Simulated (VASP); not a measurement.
# Li2Be2C (I4/mmm) in VASP: single point with PBE

Aim: the single point of Li2Be2C with PBE.

All numbers are computed with VASP 6.6.1; they aren't measurements. Logs are shortened: lines on timing, memory, paths and dates and some standing lists are left out, and cuts for length are marked.

## Step 1: The cell of the first run

Symmetry: I4/mmm, No. 139, tetragonal system. Conventional cell: a = 2.703 Å, b = 2.703 Å, c = 14.882 Å, α = 90.00°, β = 90.00°, γ = 90.00°. Li (site symmetry 4mm) has 4 C at 2.27 Å and 5 Li at 2.46 to 2.70 Å and 4 Be at 2.83 Å within 3.0 Å. Within 2.5 Å of Be (site symmetry -4m2) lie 4 Be at 1.91 Å. Within 3.0 Å of C (site symmetry 4/mmm) lie 8 Li at 2.27 Å and 4 C at 2.70 Å.

The cell was generated, and may not be a known phase.

## Step 2: Single point, PBE

Input file INCAR:

```
PREC     = Accurate       # precision mode
ENCUT    = 520            # plane-wave cutoff, eV
EDIFF    = 1E-7           # SCF threshold, eV
ISMEAR   = 0              # smearing method
SIGMA    = 0.1            # smearing width, eV
LREAL    = False          # projectors in reciprocal space
LASPH    = True           # aspherical terms in the spheres
NELM     = 100            # most SCF steps
ALGO     = Normal         # electronic algorithm
ISIF     = 2              # what is computed and relaxed
LWAVE    = False          # write WAVECAR
LCHARG   = False          # write CHGCAR
GGA      = PE             # functional
NBANDS   = 15             # bands
```

Input file KPOINTS:

```
Automatic mesh
0
Gamma
  20 20 20
```

Input file POSCAR:

```
Li2Be2C
1.0
   -1.3512933226      1.3512933226      7.4408115927
    1.3512933226     -1.3512933226      7.4408115927
    1.3512933226      1.3512933226     -7.4408115927
Li Be C
2 2 1
Direct
    0.5826847221      0.5826847221      0.0000000000
    0.4173152779      0.4173152779      0.0000000000
    0.7500000000      0.2500000000      0.5000000000
    0.2500000000      0.7500000000      0.5000000000
    0.0000000000      0.0000000000      0.0000000000
```

Potentials or basis: VASP PAW PBE potentials, release 64 (Li_sv, Be, C).

Command:

```console
$ cat potpaw_PBE.64/Li_sv/POTCAR potpaw_PBE.64/Be/POTCAR potpaw_PBE.64/C/POTCAR > POTCAR
$ mpirun -np 1 vasp_std > vasp.out
```

OUTCAR:

```text
PREC = Accurate
   ENCUT = 520
   EDIFF = 1E-7
   ISMEAR = 0
   LREAL = False
   LASPH = True
   NELM = 100
   ISIF = 2
   GGA = PE

 ion  position               nearest neighbor table
   1  0.583  0.583  0.000-   5 2.27   5 2.27   5 2.27   5 2.27   2 2.46
   2  0.417  0.417  0.000-   5 2.27   5 2.27   5 2.27   5 2.27   1 2.46
   3  0.750  0.250  0.500-   4 1.91   4 1.91   4 1.91   4 1.91
   4  0.250  0.750  0.500-   3 1.91   3 1.91   3 1.91   3 1.91
   5  0.000  0.000  0.000-   2 2.27   1 2.27   1 2.27   1 2.27   1 2.27   2 2.27   2 2.27   2 2.27

  LATTYP: Found a body centered tetragonal cell.
 ALAT       =     2.7025866452
 C/A-ratio  =     5.5064370320

  Lattice vectors:

 A1 = (  -1.3512933226,   1.3512933226,   7.4408115927)
 A2 = (   1.3512933226,  -1.3512933226,   7.4408115927)
 A3 = (   1.3512933226,   1.3512933226,  -7.4408115927)

Analysis of symmetry for initial positions (statically):
=====================================================================
 Subroutine PRICEL returns:
 Original cell was already a primitive cell.

 Routine SETGRP: Setting up the symmetry group for a
 body centered tetragonal supercell.

 Subroutine GETGRP returns: Found 16 space group operations
 (whereof 16 operations were pure point group operations)
 out of a pool of 16 trial point group operations.

The static configuration has the point symmetry D_4h.

Analysis of symmetry for dynamics (positions and initial velocities):
=====================================================================
 Subroutine PRICEL returns:
 Original cell was already a primitive cell.

 Routine SETGRP: Setting up the symmetry group for a
 body centered tetragonal supercell.

 Subroutine GETGRP returns: Found 16 space group operations
 (whereof 16 operations were pure point group operations)
 out of a pool of 16 trial point group operations.

The dynamic configuration has the point symmetry D_4h.

 Subroutine INISYM returns: Found 16 space group operations
 (whereof 16 operations are pure point group operations),
 and found     1 'primitive' translations

----------------------------------------------------------------------------------------

                                     Primitive cell

  volume of cell :      54.3475

  direct lattice vectors                    reciprocal lattice vectors
    -1.351293323  1.351293323  7.440811593     0.000000000  0.370015889  0.067196971
     1.351293323 -1.351293323  7.440811593     0.370015889  0.000000000  0.067196971
     1.351293323  1.351293323 -7.440811593     0.370015889  0.370015889  0.000000000

  length of vectors
     7.682295519  7.682295519  7.682295519     0.376068067  0.376068067  0.523281488

  position of ions in fractional coordinates (direct lattice)
     0.582684722  0.582684722  0.000000000
     0.417315278  0.417315278  0.000000000
     0.750000000  0.250000000  0.500000000
     0.250000000  0.750000000  0.500000000
     0.000000000  0.000000000  0.000000000

  ion indices of the primitive-cell ions
   primitive index   ion index
                 1           1
                 2           2
                 3           3
                 4           4
                 5           5

----------------------------------------------------------------------------------------

 KPOINTS: Automatic mesh

Automatic generation of k-mesh.
 Grid dimensions read from file:
 generate k-points for:   20   20   20

 Generating k-lattice:

  Cartesian coordinates                     Fractional coordinates (reciprocal lattice)
     0.000000000  0.018500794  0.003359849     0.050000000  0.000000000 -0.000000000
     0.018500794  0.000000000  0.003359849     0.000000000  0.050000000 -0.000000000
     0.018500794  0.018500794  0.000000000     0.000000000  0.000000000  0.050000000

  Length of vectors
     0.018803403  0.018803403  0.026164074

  Shift w.r.t. Gamma in fractional coordinates (k-lattice)
     0.000000000  0.000000000  0.000000000

 Subroutine IBZKPT returns following result:
 ===========================================

 Found    641 irreducible k-points:

 Following reciprocal coordinates:
            Coordinates               Weight
  0.000000  0.000000  0.000000      1.000000
  0.050000  0.000000  0.000000      8.000000
  0.100000 -0.000000  0.000000      8.000000
  0.150000  0.000000 -0.000000      8.000000
  0.200000 -0.000000  0.000000      8.000000
  0.250000 -0.000000  0.000000      8.000000
[... 16 lines left out ...]
 -0.400000  0.050000  0.000000     16.000000
 -0.350000  0.050000  0.000000     16.000000
 [... further k-points ...]
   k-points           NKPTS =    641   k-points in BZ     NKDIM =    641   number of bands    NBANDS=     15
   number of dos      NEDOS =    301   number of ions     NIONS =      5
   total plane-waves  NPLWV = 216000
   dimension x,y,z NGX =    60 NGY =   60 NGZ =   60
   dimension x,y,z NGXF=   120 NGYF=  120 NGZF=  120
   ions per type =               2   2   1
   NGX,Y,Z   is equivalent  to a cutoff of  12.98, 12.98, 12.98 a.u.
   NGXF,Y,Z  is equivalent  to a cutoff of  25.97, 25.97, 25.97 a.u.
 SYSTEM =  unknown system
   PREC   = accura    normal or accurate (medium, high low for compatibility)
   ISTART =      0    job   : 0-new  1-cont  2-samecut
   ICHARG =      2    charge: 1-file 2-atom 10-const
   ISPIN  =      1    spin polarized calculation?
   LNONCOLLINEAR =      F non collinear calculations
   LSORBIT =      F    spin-orbit coupling
   LASPH  =      T    aspherical Exc in radial PAW
   ENCUT  =  520.0 eV  38.22 Ry    6.18 a.u.  14.28 14.28 14.28*2*pi/ulx,y,z
   NELM   =    100;   NELMIN=  2; NELMDL= -5     # of ELM steps
   EDIFF  = 0.1E-06   stopping-criterion for ELM
   LREAL  =      F    real-space projection
   EDIFFG = 0.1E-05   stopping-criterion for IOM
   NSW    =      0    number of steps for IOM
   IBRION =     -1    ionic relax: 0-MD 1-quasi-New 2-CG
   NFREE  =      0    steps in history (QN), initial steepest desc. (CG)
   ISIF   =      2    stress and relaxation
   ISYM   =      2    0-nonsym 1-usesym 2-fastsym
   POTIM  = 0.5000    time-step for ionic-motion
   TEBEG  =    0.0;   TEEND  =   0.0 temperature during run
   PSTRESS=    0.0 pullay stress
   NELECT =      14.0000    total number of electrons
   NUPDOWN=      -1.0000    fix difference up-down
   EMIN   =  10.00;   EMAX   =-10.00  energy-range for DOS
   EFERMI =   0.00;   METHOD = LEGACY
   ISMEAR =     0;   SIGMA  =   0.10  broadening in eV -4-tet -1-fermi 0-gaus
   EFERMI_NEDOS =   21; number of points for ismear=-14 and -15
   IALGO  =     38    algorithm
   IMIX   =      4    mixing-type and parameters
     AMIX     =   0.40;   BMIX     =  1.00
     AMIX_MAG =   1.60;   BMIX_MAG =  1.00
  volume/ion in A,a.u.               =      10.87        73.35
  Fermi-wavevector in a.u.,A,eV,Ry     =   1.041656  1.968444 14.762964  1.085047
  Thomas-Fermi vector in A             =   2.176286
   LORBIT       =      0    0 simple, 1 ext, 2 COOP (PROOUT), +10 PAW based schemes
   GGA     = PE    functional components
   LHFCALC =     F    Hartree Fock is set to
   AEXX    =    0.0000 exact exchange contribution
   IVDW    =     0    specifies the selected vdW correction
   LEPSILON=     F    determine dielectric tensor
   LRPA    =     F    only Hartree local field effects (RPA)
 non-spin polarized calculation
 Gauss-broadening in eV      SIGMA  =   0.10
  energy-cutoff  :      520.00
  volume of cell :       54.35
 maximum number of plane-waves:      1486
 NGX is ok and might be reduce to    60
   NGX = 29   NGY = 29   NGZ = 29

 number of electron      14.0000002 magnetization

 Free energy of the ion-electron system (eV)
  ---------------------------------------------------
  ext. energy  EPLUGINS =         0.00000000
  ---------------------------------------------------
  free energy    TOTEN  =       -16.49692272 eV

  energy without entropy =      -16.49258324  energy(sigma->0) =      -16.49475298

 E-fermi :   2.7395     XC(G=0):  -9.2268

 val. band max:        2.7375473964   @ k =   0.4500   0.3000   0.0000
 cond. band min:       2.7403791880   @ k =  -0.2000   0.4500   0.1500
 fundamental gap:      0.0028317916
 Fermi energy:         2.7395086009

 k-point     1 :       0.0000    0.0000    0.0000
  band No.  band energies     occupation
      1     -42.1582      2.00000
      2     -42.1255      2.00000
      3      -7.7784      2.00000
      4      -4.9754      2.00000
      5      -1.2045      2.00000
      6       1.9807      2.00000
      7       5.3385      0.00000
      8       5.3385      0.00000
      9       6.4010      0.00000
     10       7.0128      0.00000
     11       7.0128      0.00000
     12      12.5137      0.00000
     13      13.8612      0.00000
     14      13.9812      0.00000
     15      15.2068      0.00000

 k-point     2 :       0.0500    0.0000    0.0000
  band No.  band energies     occupation
      1     -42.1575      2.00000
      2     -42.1249      2.00000
      3      -7.7472      2.00000
      4      -4.9403      2.00000
      5      -1.1610      2.00000
      6       1.9981      2.00000
      7       5.1355      0.00000
      8       5.3600      0.00000
      9       6.4529      0.00000
     10       6.7228      0.00000
     11       7.0627      0.00000
     12      12.5314      0.00000
     13      14.0553      0.00000
     14      14.1864      0.00000
     15      14.8968      0.00000

 k-point     3 :       0.1000   -0.0000    0.0000
  band No.  band energies     occupation
      1     -42.1556      2.00000
      2     -42.1232      2.00000
      3      -7.6544      2.00000
      4      -4.8352      2.00000
      5      -1.0310      2.00000
      6       2.0498      2.00000
      7       4.5962      0.00000
      8       5.4231      0.00000
      9       5.9901      0.00000
     10       6.5914      0.00000
     11       7.2124      0.00000
     12      12.5807      0.00000
     13      13.7918      0.00000
     14      14.4952      0.00000
     15      14.9803      0.00000

 k-point     4 :       0.1500    0.0000   -0.0000
  band No.  band energies     occupation
      1     -42.1526      2.00000
      2     -42.1205      2.00000
      3      -7.5024      2.00000
      4      -4.6600      2.00000
      5      -0.8169      2.00000
      6       2.1328      2.00000
      7       3.8470      0.00000
      8       5.0422      0.00000
      9       5.5237      0.00000
     10       6.8038      0.00000
     11       7.4618      0.00000
     12      12.5637      0.00000
     13      12.7354      0.00000
     14      14.6411      0.00000
     15      14.9698      0.00000
[... 307 lines left out ...]
 k-point    22 :      -0.4500    0.0500   -0.0000
  band No.  band energies     occupation
      1     -42.1313      2.00000
      2     -42.1011      2.00000
      3      -5.9510      2.00000
      4      -2.0985      2.00000
      5      -0.7196      2.00000
      6      -0.4125      2.00000
      7       1.4029      2.00000
      8       3.8428      0.00000
      9       5.4251      0.00000
     10       6.1603      0.00000
     11       9.1368      0.00000
     12      10.4872      0.00000
     13      11.3864      0.00000
     14      12.6666      0.00000
     15      12.9303      0.00000

 k-point    23 :      -0.4000    0.0500    0.0000
  band No.  band energies     occupation
      1     -42.1332      2.00000
      2     -42.1028      2.00000
      3      -6.1522      2.00000
      4      -2.6938      2.00000
      5      -0.0558      2.00000
      6       0.1132      2.00000
      7       1.1303      2.00000
      8       3.3745      0.00000
      9       6.0418      0.00000
     10       6.4385      0.00000
     11       8.7318      0.00000
     12       9.8951      0.00000
     13      11.4775      0.00000
     14      12.9404      0.00000
     15      13.9305      0.00000

 k-point    24 :      -0.3500    0.0500    0.0000
  band No.  band energies     occupation
      1     -42.1362      2.00000
      2     -42.1055      2.00000
      3      -6.4264      2.00000
      4      -3.2199      2.00000
      5       0.5469      2.00000
      6       0.6464      2.00000
      7       1.0633      2.00000
      8       3.0364      0.00003
      9       5.9330      0.00000
     10       7.5126      0.00000
     11       8.2864      0.00000
     12       9.2258      0.00000
     13      11.8737      0.00000
     14      13.0745      0.00000
     15      14.9998      0.00000

 [... further k-points ...]
[... 5 lines left out ...]
  --------------------------------------------------------------------------------------
  -------------------------------------------------------------------------------------
  Total       -0.0052131     -0.0052131     -0.0165975      0.0000000     -0.0000000      0.0000000
  in kB       -0.1536846     -0.1536846     -0.4892993      0.0000000     -0.0000000      0.0000000
  external PRESSURE =      -0.2655562 kB  Pullay stress =       0.0000000 kB

 VOLUME and BASIS-vectors are now :
 -----------------------------------------------------------------------------
  energy-cutoff  :      520.00
  volume of cell :       54.35
      direct lattice vectors                 reciprocal lattice vectors
    -1.351293323  1.351293323  7.440811593     0.000000000  0.370015889  0.067196971
     1.351293323 -1.351293323  7.440811593     0.370015889  0.000000000  0.067196971
     1.351293323  1.351293323 -7.440811593     0.370015889  0.370015889  0.000000000

 POSITION                                       TOTAL-FORCE (eV/Angst)
 -----------------------------------------------------------------------------------
      0.00000      0.00000      8.67129         0.000000      0.000000     -0.000960
      0.00000      0.00000      6.21033        -0.000000     -0.000000      0.000960
      0.00000      1.35129      3.72041         0.000000      0.000000     -0.000000
      1.35129      0.00000      3.72041         0.000000      0.000000     -0.000000
      0.00000      0.00000      0.00000         0.000000      0.000000     -0.000000
 -----------------------------------------------------------------------------------
    total drift:                               -0.000000      0.000000     -0.000000

  FREE ENERGIE OF THE ION-ELECTRON SYSTEM (eV)
  ---------------------------------------------------
  free  energy   TOTEN  =       -16.4969227209 eV

  energy  without entropy=      -16.4925832442  energy(sigma->0) =      -16.49475298
```

It took 55 min on 1 thread of Intel Xeon Platinum 8375C at 2.90GHz (Ice Lake), shared host; peak memory 0.85 GiB.

What came out:

```
Free energy            : -16.4969 eV
Band gap on the k mesh : zero (bands 7 and 8 overlap by 3.53 eV)
```

Caveat: the cutoff is under 1.25 times the usual one of these potentials, so pressure, stress and relaxed cells hold a basis-set (Pulay) error.
